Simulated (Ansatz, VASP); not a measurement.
Two plane-wave programs on Ti

The input INCAR:

```
SYSTEM = Ti
PREC = Accurate
ENCUT = 520
EDIFF = 1E-7
ISMEAR = 0
SIGMA = 0.1
LREAL = .FALSE.
LASPH = .TRUE.
NELM = 60
ALGO = Normal
ISIF = 2
LWAVE = .FALSE.
LCHARG = .FALSE.
GGA = CA
NBANDS = 25
```

The input KPOINTS:

```
regular mesh
0
G
  6 6 6
  0 0 0
```

The input POSCAR:

```
Ti
1.0
    4.5673748300      0.0000000000      0.0000000000
   -2.2836874200      3.9554626300      0.0000000000
    0.0000000000      0.0000000000      2.8262442700
Ti
3
Direct
    0.0000000000      0.0000000000      0.0000000000
    0.3333333300      0.6666666700      0.5000000000
    0.6666666700      0.3333333300      0.5000000000
```

Input for Ansatz:

```yaml
crystal:
  lattice:
    - [4.56737483, 0.0, 0.0]
    - [-2.28368742, 3.95546263, 0.0]
    - [0.0, 0.0, 2.82624427]
  atoms:
    - { symbol: Ti, position: [0.0, 0.0, 0.0] }
    - { symbol: Ti, position: [0.33333333, 0.66666667, 0.5] }
    - { symbol: Ti, position: [0.66666667, 0.33333333, 0.5] }
basis:
  ecutwfc: 420
kpoints:
  mp_grid: { grid: [6, 6, 6] }
hamiltonian:
  xc: lda
  pseudopotentials: { kind: paw, azcp: { folder: soft_1 } }
scf:
  occupations: { method: gaussian, width: 0.1 }
output:
  forces: true
  stress: true
  eigenvalues: true
```

Alike in both runs: task single point; functional LDA; k mesh 6 × 6 × 6; occupations gaussian, width 0.1 eV; no spin polarisation.

```csv
,VASP,Ansatz
version,VASP 6.6.1,Ansatz 0.2.0
potentials or method,"VASP PAW LDA potentials, release 64 (Ti_sv), cutoff 520 eV","scalar-relativistic, plane waves, PAW"
valence electrons in the cell,36,36
```

VASP gave:

* gap on the k mesh at the Fermi level (eV): none
* pressure (GPa): -7.9
* traceless stress, the component that is largest in VASP (GPa): 0.40

Task: Which values does Ansatz return?

Result: gap on the k mesh at the Fermi level (eV): none; pressure (GPa): -7.9; traceless stress, the component that is largest in VASP (GPa): 0.38.

Ansatz warns that its potentials were made for another functional, while VASP's fit it. LDA's correlation is that of Perdew and Zunger in VASP and of Perdew and Wang (1992) in Ansatz. A gap of «none» marks a metal or a gap that the smearing closes.

The k mesh is coarse, so the values compare programs but aren't converged.
